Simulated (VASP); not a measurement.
Crystal: Nb.

```xyz
1
Lattice="0.0000 2.1150 2.1150 2.1150 0.0000 2.1150 2.1150 2.1150 0.0000" Properties=species:S:1:pos:R:3 pbc="T T T"
Nb    0.0000    0.0000    0.0000
```

```yaml
Program: VASP 6.6.1
Task: relaxation of cell and atoms
Functional: PBE
Dispersion: D3(BJ)
Potentials_or_basis: VASP PAW PBE potentials, release 64 (Nb_sv)
Cutoff: 600 eV
k_mesh: 11 × 11 × 11
Occupations: fermi-dirac, width 0.05 eV
Spin: no spin polarisation
```

At the start: pressure -8.3 GPa; volume 18.92 Å³/atom.

Problem. Where does the relaxation end?

Solution. Over 4 steps the energy falls by 25.9 meV/atom and the volume is 17.97 Å³/atom (-5.0 %); space group Fm-3m (No. 225, to 0.05 Å).

The path:
```
step  energy change (eV)  largest force (eV/Å)  pressure (GPa)  volume (Å³)
   1              0.0000                0.0000           -8.31        18.92
   2              0.0652                0.0000           19.48        16.36
   3             -0.0259                0.0000           -0.28        17.99
   4             -0.0259                0.0000           -0.03        17.97
```

Final structure:
```yaml
crystal:
  lattice:
    - [0.00000, 2.07883, 2.07883]
    - [2.07883, 0.00000, 2.07883]
    - [2.07883, 2.07883, 0.00000]
  atoms:
    - { symbol: Nb, position: [0.00000, 0.00000, 0.00000] }
```

Caveat: pairwise dispersion overbinds metals, which lowers pressure and volume.
